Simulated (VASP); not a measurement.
# SiNi (rocksalt type) (Fm-3m) in VASP: notebook

SiNi (rocksalt type) is run at these levels: PBE; tasks: single point.

All numbers are computed with VASP 6.6.1; they aren't measurements. Logs are shortened: lines on timing, memory, paths and dates and some standing lists are left out, and cuts for length are marked.

### 1 The cell of the first run

Symmetry: Fm-3m, No. 225, cubic system. Conventional cell: a = 4.508 Å, b = 4.508 Å, c = 4.508 Å, α = 90.00°, β = 90.00°, γ = 90.00°. Within 3.0 Å of Ni (site symmetry m-3m) lie 6 Si at 2.25 Å. Within 3.0 Å of Si (site symmetry m-3m) lie 6 Ni at 2.25 Å.

### 2 Single point, PBE (11.45 Å³/atom)

INCAR reads:

```
SYSTEM = SiNi
PREC = Accurate
ENCUT = 520
EDIFF = 1E-7
ISMEAR = -1
SIGMA = 0.1
LREAL = .FALSE.
LASPH = .TRUE.
NELM = 100
ALGO = Normal
ISIF = 2
LWAVE = .FALSE.
LCHARG = .FALSE.
GGA = PE
NBANDS = 14
```

KPOINTS reads:

```
Automatic mesh
0
G
  15 15 15
  0 0 0
```

POSCAR reads:

```
SiNi
1.0
    0.0000000000      2.2540944724      2.2540944724
    2.2540944724      0.0000000000      2.2540944724
    2.2540944724      2.2540944724      0.0000000000
Ni Si
1 1
Direct
    0.0000000000      0.0000000000      0.0000000000
    0.5000000000      0.5000000000      0.5000000000
```

Potentials or basis: VASP PAW PBE potentials, release 64 (Ni, Si).

The run is started by

```sh
> cat potpaw_PBE.64/Ni/POTCAR potpaw_PBE.64/Si/POTCAR > POTCAR
> mpirun -np 1 vasp_std > vasp.out
```

OUTCAR:

```text
SYSTEM = SiNi
   PREC = Accurate
   ENCUT = 520
   EDIFF = 1E-7
   ISMEAR = -1
   LREAL = .FALSE.
   LASPH = .TRUE.
   NELM = 100
   ISIF = 2
   GGA = PE

 ion  position               nearest neighbor table
   1  0.000  0.000  0.000-   2 2.25   2 2.25   2 2.25   2 2.25   2 2.25   2 2.25
   2  0.500  0.500  0.500-   1 2.25   1 2.25   1 2.25   1 2.25   1 2.25   1 2.25

  LATTYP: Found a face centered cubic cell.
 ALAT       =     4.5081889448

  Lattice vectors:

 A1 = (   0.0000000000,   2.2540944724,   2.2540944724)
 A2 = (   2.2540944724,   0.0000000000,   2.2540944724)
 A3 = (   2.2540944724,   2.2540944724,   0.0000000000)

Analysis of symmetry for initial positions (statically):
=====================================================================
 Subroutine PRICEL returns:
 Original cell was already a primitive cell.

 Routine SETGRP: Setting up the symmetry group for a
 face centered cubic supercell.

 Subroutine GETGRP returns: Found 48 space group operations
 (whereof 48 operations were pure point group operations)
 out of a pool of 48 trial point group operations.

The static configuration has the point symmetry O_h .

Analysis of symmetry for dynamics (positions and initial velocities):
=====================================================================
 Subroutine PRICEL returns:
 Original cell was already a primitive cell.

 Routine SETGRP: Setting up the symmetry group for a
 face centered cubic supercell.

 Subroutine GETGRP returns: Found 48 space group operations
 (whereof 48 operations were pure point group operations)
 out of a pool of 48 trial point group operations.

The dynamic configuration has the point symmetry O_h .

 Subroutine INISYM returns: Found 48 space group operations
 (whereof 48 operations are pure point group operations),
 and found     1 'primitive' translations

----------------------------------------------------------------------------------------

                                     Primitive cell

  volume of cell :      22.9058

  direct lattice vectors                    reciprocal lattice vectors
     0.000000000  2.254094472  2.254094472    -0.221818564  0.221818564  0.221818564
     2.254094472  0.000000000  2.254094472     0.221818564 -0.221818564  0.221818564
     2.254094472  2.254094472  0.000000000     0.221818564  0.221818564 -0.221818564

  length of vectors
     3.187770974  3.187770974  3.187770974     0.384201024  0.384201024  0.384201024

  position of ions in fractional coordinates (direct lattice)
     0.000000000  0.000000000  0.000000000
     0.500000000  0.500000000  0.500000000

  ion indices of the primitive-cell ions
   primitive index   ion index
                 1           1
                 2           2

----------------------------------------------------------------------------------------

 KPOINTS: Automatic mesh

Automatic generation of k-mesh.
 Grid dimensions read from file:
 generate k-points for:   15   15   15

 Generating k-lattice:

  Cartesian coordinates                     Fractional coordinates (reciprocal lattice)
    -0.014787904  0.014787904  0.014787904     0.066666667  0.000000000  0.000000000
     0.014787904 -0.014787904  0.014787904     0.000000000  0.066666667  0.000000000
     0.014787904  0.014787904 -0.014787904     0.000000000  0.000000000  0.066666667

  Length of vectors
     0.025613402  0.025613402  0.025613402

  Shift w.r.t. Gamma in fractional coordinates (k-lattice)
     0.000000000  0.000000000  0.000000000

 Subroutine IBZKPT returns following result:
 ===========================================

 Found    120 irreducible k-points:

 Following reciprocal coordinates:
            Coordinates               Weight
  0.000000  0.000000  0.000000      1.000000
  0.066667  0.000000  0.000000      8.000000
  0.133333  0.000000  0.000000      8.000000
  0.200000  0.000000  0.000000      8.000000
  0.266667  0.000000  0.000000      8.000000
  0.333333  0.000000  0.000000      8.000000
[... 16 lines left out ...]
  0.133333  0.133333  0.000000      6.000000
  0.200000  0.133333  0.000000     24.000000
 [... further k-points ...]
   k-points           NKPTS =    120   k-points in BZ     NKDIM =    120   number of bands    NBANDS=     14
   number of dos      NEDOS =    301   number of ions     NIONS =      2
   total plane-waves  NPLWV =  13824
   dimension x,y,z NGX =    24 NGY =   24 NGZ =   24
   dimension x,y,z NGXF=    48 NGYF=   48 NGZF=   48
   ions per type =               1   1
   NGX,Y,Z   is equivalent  to a cutoff of  12.52, 12.52, 12.52 a.u.
   NGXF,Y,Z  is equivalent  to a cutoff of  25.03, 25.03, 25.03 a.u.
 SYSTEM =  SiNi
   PREC   = accura    normal or accurate (medium, high low for compatibility)
   ISTART =      0    job   : 0-new  1-cont  2-samecut
   ICHARG =      2    charge: 1-file 2-atom 10-const
   ISPIN  =      1    spin polarized calculation?
   LNONCOLLINEAR =      F non collinear calculations
   LSORBIT =      F    spin-orbit coupling
   LASPH  =      T    aspherical Exc in radial PAW
   ENCUT  =  520.0 eV  38.22 Ry    6.18 a.u.   5.93  5.93  5.93*2*pi/ulx,y,z
   NELM   =    100;   NELMIN=  2; NELMDL= -5     # of ELM steps
   EDIFF  = 0.1E-06   stopping-criterion for ELM
   LREAL  =      F    real-space projection
   EDIFFG = 0.1E-05   stopping-criterion for IOM
   NSW    =      0    number of steps for IOM
   IBRION =     -1    ionic relax: 0-MD 1-quasi-New 2-CG
   NFREE  =      0    steps in history (QN), initial steepest desc. (CG)
   ISIF   =      2    stress and relaxation
   ISYM   =      2    0-nonsym 1-usesym 2-fastsym
   POTIM  = 0.5000    time-step for ionic-motion
   TEBEG  =    0.0;   TEEND  =   0.0 temperature during run
   PSTRESS=    0.0 pullay stress
   NELECT =      14.0000    total number of electrons
   NUPDOWN=      -1.0000    fix difference up-down
   EMIN   =  10.00;   EMAX   =-10.00  energy-range for DOS
   EFERMI =   0.00;   METHOD = LEGACY
   ISMEAR =    -1;   SIGMA  =   0.10  broadening in eV -4-tet -1-fermi 0-gaus
   EFERMI_NEDOS =   21; number of points for ismear=-14 and -15
   IALGO  =     38    algorithm
   IMIX   =      4    mixing-type and parameters
     AMIX     =   0.40;   BMIX     =  1.00
     AMIX_MAG =   1.60;   BMIX_MAG =  1.00
  volume/ion in A,a.u.               =      11.45        77.29
  Fermi-wavevector in a.u.,A,eV,Ry     =   1.389319  2.625433 26.262075  1.930208
  Thomas-Fermi vector in A             =   2.513361
   LORBIT       =      0    0 simple, 1 ext, 2 COOP (PROOUT), +10 PAW based schemes
   GGA     = PE    functional components
   LHFCALC =     F    Hartree Fock is set to
   AEXX    =    0.0000 exact exchange contribution
   IVDW    =     0    specifies the selected vdW correction
   LEPSILON=     F    determine dielectric tensor
   LRPA    =     F    only Hartree local field effects (RPA)
 non-spin polarized calculation
  energy-cutoff  :      520.00
  volume of cell :       22.91
 maximum number of plane-waves:       629
   NGX = 11   NGY = 11   NGZ = 11

 number of electron      14.0000001 magnetization

 Free energy of the ion-electron system (eV)
  ---------------------------------------------------
  ext. energy  EPLUGINS =         0.00000000
  ---------------------------------------------------
  free energy    TOTEN  =       -10.58403506 eV

  energy without entropy =      -10.55053579  energy(sigma->0) =      -10.56728542

 E-fermi :  11.1786     XC(G=0): -12.4810

 val. band max:       11.1661377736   @ k =  -0.2667   0.0667   0.0000
 cond. band min:      11.1803444238   @ k =  -0.4667   0.3333   0.0000
 fundamental gap:      0.0142066502
 Fermi energy:        11.1785658849

 k-point     1 :       0.0000    0.0000    0.0000
  band No.  band energies     occupation
      1      -2.0909      2.00000
      2       8.0489      2.00000
      3       8.0489      2.00000
      4       8.0489      2.00000
      5       8.1132      2.00000
      6       8.1132      2.00000
      7      15.8589      0.00000
      8      15.8589      0.00000
      9      15.8589      0.00000
     10      21.7896      0.00000
     11      21.7896      0.00000
     12      21.7896      0.00000
     13      23.3084      0.00000
     14      26.5155      0.00000

 k-point     2 :       0.0667    0.0000    0.0000
  band No.  band energies     occupation
      1      -1.9932      2.00000
      2       7.9931      2.00000
      3       8.0422      2.00000
      4       8.0422      2.00000
      5       8.1084      2.00000
      6       8.1084      2.00000
      7      15.3553      0.00000
      8      15.8988      0.00000
      9      15.8988      0.00000
     10      21.2442      0.00000
     11      21.8779      0.00000
     12      21.8779      0.00000
     13      24.2222      0.00000
     14      25.5382      0.00000

 k-point     3 :       0.1333    0.0000    0.0000
  band No.  band energies     occupation
      1      -1.7016      2.00000
      2       7.8165      2.00000
      3       7.9222      2.00000
      4       7.9222      2.00000
      5       8.2024      2.00000
      6       8.2024      2.00000
      7      14.1479      0.00000
      8      16.0107      0.00000
      9      16.0107      0.00000
     10      20.5684      0.00000
     11      22.0103      0.00000
     12      22.0103      0.00000
     13      24.3394      0.00000
     14      24.3394      0.00000
[... 324 lines left out ...]
 k-point    23 :       0.1333    0.1333    0.0000
  band No.  band energies     occupation
      1      -1.5746      2.00000
      2       7.7163      2.00000
      3       7.8578      2.00000
      4       8.1184      2.00000
      5       8.1184      2.00000
      6       8.1836      2.00000
      7      14.9382      0.00000
      8      14.9382      0.00000
      9      15.6447      0.00000
     10      19.8927      0.00000
     11      21.4773      0.00000
     12      22.7282      0.00000
     13      22.7282      0.00000
     14      26.4255      0.00000

 k-point    24 :       0.2000    0.1333    0.0000
  band No.  band energies     occupation
      1      -1.2249      2.00000
      2       7.4959      2.00000
      3       7.7050      2.00000
      4       8.0339      2.00000
      5       8.2028      2.00000
      6       8.3279      2.00000
      7      13.8712      0.00000
      8      14.6162      0.00000
      9      16.0089      0.00000
     10      19.6288      0.00000
     11      20.1019      0.00000
     12      22.9618      0.00000
     13      23.0832      0.00000
     14      26.5832      0.00000

 [... further k-points ...]

------------------------ aborting loop because EDIFF is reached ----------------------------------------

  FORCE on cell =-STRESS in cart. coord.  units (eV):
  Direction    XX          YY          ZZ          XY          YZ          ZX
  --------------------------------------------------------------------------------------
  -------------------------------------------------------------------------------------
  Total        4.2479853      4.2479853      4.2479853      0.0000000      0.0000000     -0.0000000
  in kB      297.1305111    297.1305111    297.1305111      0.0000000      0.0000000     -0.0000000
  external PRESSURE =     297.1305111 kB  Pullay stress =       0.0000000 kB

 VOLUME and BASIS-vectors are now :
 -----------------------------------------------------------------------------
  energy-cutoff  :      520.00
  volume of cell :       22.91
      direct lattice vectors                 reciprocal lattice vectors
     0.000000000  2.254094472  2.254094472    -0.221818564  0.221818564  0.221818564
     2.254094472  0.000000000  2.254094472     0.221818564 -0.221818564  0.221818564
     2.254094472  2.254094472  0.000000000     0.221818564  0.221818564 -0.221818564

 POSITION                                       TOTAL-FORCE (eV/Angst)
 -----------------------------------------------------------------------------------
      0.00000      0.00000      0.00000         0.000000     -0.000000      0.000000
      2.25409      2.25409      2.25409        -0.000000      0.000000     -0.000000
 -----------------------------------------------------------------------------------
    total drift:                                0.000000     -0.000000     -0.000000

  FREE ENERGIE OF THE ION-ELECTRON SYSTEM (eV)
  ---------------------------------------------------
  free  energy   TOTEN  =       -10.5840350617 eV

  energy  without entropy=      -10.5505357881  energy(sigma->0) =      -10.56728542
```

Wall time 55 s (1 thread of Intel Xeon 8259CL, shared host); peak memory 0.17 GiB.

What came out:

```
Free energy            : -10.5840 eV
Pressure               : 29.7 GPa
Band gap on the k mesh : zero (bands 7 and 8 overlap by 5.67 eV)
```

Caveat: the cell stands under pressure.

(Part 1 of 2 ends here.)
